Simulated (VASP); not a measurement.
Wanted: the native input for a VASP 6.6.1 run.

```
Task                   : relaxation of cell and atoms
Functional             : PBE
Potentials or basis    : VASP PAW PBE potentials, release 64 (Hf_pv)
Cutoff                 : 600 eV
k mesh                 : 20 × 20 × 20
Occupations            : fermi-dirac, width 0.08 eV
Spin                   : no spin polarisation
Target pressure        : 430 GPa
Dipole correction      : no
Further INCAR settings : ALGO = Normal; EDIFF = 1e-07; IBRION = 2; EDIFFG = -0.005; NSW = 32; ISIF = 3
```

The structure of Hf lies in POSCAR:

```
Hf
1.0
    0.0000000000      1.6752566999      1.6752566999
    1.6752566999      0.0000000000      1.6752566999
    1.6752566999      1.6752566999      0.0000000000
Hf
1
Direct
    0.0000000000      0.0000000000      0.0000000000
```

The input as run:

INCAR

```
SYSTEM = Hf
PREC = Accurate ; ENCUT = 600
EDIFF = 1E-7 ; ISMEAR = -1
SIGMA = 0.08 ; LREAL = .False.
LASPH = .True. ; NELM = 80
ALGO = Normal ; ISIF = 3
LWAVE = .False. ; LCHARG = .False.
GGA = PE ; IBRION = 2
NSW = 32 ; EDIFFG = -0.005
PSTRESS = 4300.0
```

KPOINTS

```
Automatic mesh
0
Gamma
  20 20 20
  0 0 0
```

Potentials or basis: VASP PAW PBE potentials, release 64 (Hf_pv).

The run is started by

```console
$ cat potpaw_PBE.64/Hf_pv/POTCAR > POTCAR
$ mpirun -np 1 vasp_std > vasp.out
```

It gave:

```
Relaxed volume                                         : 9.34 Å³/atom
Relaxed cell                                           : a = 2.364 Å, b = 2.364 Å, c = 2.364 Å, α = 60.00°, β = 60.00°, γ = 60.00°
Space group after relaxing (to 0.05 Å)                 : Fm-3m (No. 225)
Energy change on relaxing (the enthalpy is what falls) : +170.3 meV/atom
Ionic steps                                            : 4
Pressure after relaxing                                : 430.0 GPa
Band gap on the k mesh                                 : zero (band 5 reaches 14.42 eV, above the bottom of band 6 at 12.29 eV)
```

Caveat: the cell is relaxed towards a set pressure, so the enthalpy falls and the energy may rise; spin-orbit coupling is left out, which moves the levels of the heavy elements.

Wall time 61 s on 1 thread of Intel(R) Xeon(R) Platinum 8259CL CPU @ 2.50GHz (Skylake/Cascade Lake) (shared host), peak memory 0.15 GiB.
